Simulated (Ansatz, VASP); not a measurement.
# One calculation of HgTe, two programs

```xyz
2
Lattice="0.0000 3.2398 3.2398 3.2398 0.0000 3.2398 3.2398 3.2398 0.0000" Properties=species:S:1:pos:R:3 pbc="T T T"
Hg    0.0000    0.0000    0.0000
Te    1.6199    1.6199    1.6199
```

Change from the starting cell: hydrostatic strain -1.5%.

Alike in both runs: task single point; functional r2SCAN; k mesh 6 × 6 × 6; occupations fermi-dirac, width 0.02 eV; no spin polarisation.

|  | VASP | Ansatz |
| --- | --- | --- |
| version | VASP 6.6.1 | Ansatz 0.2.0 |
| potentials or method | VASP PAW PBE potentials, release 64 (Hg, Te) | plane waves, PAW |
| plane-wave cutoff (eV) | 520 | 500 |
| valence electrons in the cell | 18 | 36 |

|  | VASP | Ansatz | Ansatz less VASP |
| --- | --- | --- | --- |
| pressure (GPa) | 2.1 | 2.0 | -0.07 |

VASP's potentials were made for PBE, not for r2SCAN. The functional is the same, so the differences come from potentials, cutoffs and numerics. VASP's potentials hold 18 valence electrons a cell and Ansatz's 36, so a difference there can come from the potentials and not from the codes.

Neither program's run includes spin-orbit coupling.
